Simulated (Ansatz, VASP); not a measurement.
ZrC: VASP beside Ansatz

File INCAR:

```
SYSTEM = ZrC
PREC     = Accurate       ! precision mode
ENCUT    = 520            ! plane-wave cutoff, eV
EDIFF    = 1E-7           ! SCF threshold, eV
ISMEAR   = -1             ! smearing method
SIGMA    = 0.03           ! smearing width, eV
LREAL    = .FALSE.        ! projectors in reciprocal space
LASPH    = .TRUE.         ! aspherical terms in the spheres
NELM     = 100            ! most SCF steps
ALGO     = Normal         ! electronic algorithm
ISIF     = 2              ! what is computed and relaxed
LWAVE    = .FALSE.        ! write WAVECAR
LCHARG   = .TRUE.         ! write CHGCAR
GGA      = PE             ! functional
LELF     = .TRUE.         ! ELF
LVHAR    = .TRUE.       
NBANDS   = 15             ! bands
```

KPOINTS

```
Automatic mesh
0
G
  11 11 11
  0 0 0
```

Contents of POSCAR:

```
ZrC
1.0
    0.0000000000      2.5703802416      2.5703802416
    2.5703802416      0.0000000000      2.5703802416
    2.5703802416      2.5703802416      0.0000000000
Zr C
1 1
Direct
    0.0000000000      0.0000000000      0.0000000000
    0.2500000000      0.2500000000      0.2500000000
```

Input for Ansatz:

```yaml
crystal:
  lattice:
    - [0.0, 2.5703802416, 2.5703802416]
    - [2.5703802416, 0.0, 2.5703802416]
    - [2.5703802416, 2.5703802416, 0.0]
  atoms:
    - { symbol: Zr, position: [0.0, 0.0, 0.0] }
    - { symbol: C, position: [0.25, 0.25, 0.25] }
kpoints:
  mp_grid: { grid: [11, 11, 11] }
scf:
  occupations: { method: fermi_dirac, width: 0.03 }
hamiltonian:
  xc: pbe
  pseudopotentials: { kind: all_electron, lapw: { basis_error: 0.001 } }
output:
  forces: true
  stress: true
  eigenvalues: true
```

Change from the starting cell: volume scaled by 1.03.

Alike in both runs: task single point; functional PBE; k mesh 11 × 11 × 11; occupations fermi-dirac, width 0.03 eV; no spin polarisation.

|  | VASP | Ansatz |
| --- | --- | --- |
| version | VASP 6.6.1 | Ansatz 0.2.0 |
| potentials or method | VASP PAW PBE potentials, release 64 (Zr_sv, C), cutoff 520 eV | all-electron LAPW, scalar-relativistic |

```tsv
	VASP	Ansatz	Ansatz less VASP
pressure (GPa)	-4.0	-4.1	-0.10
```

Ansatz ran all-electron here, and VASP with PAW potentials.
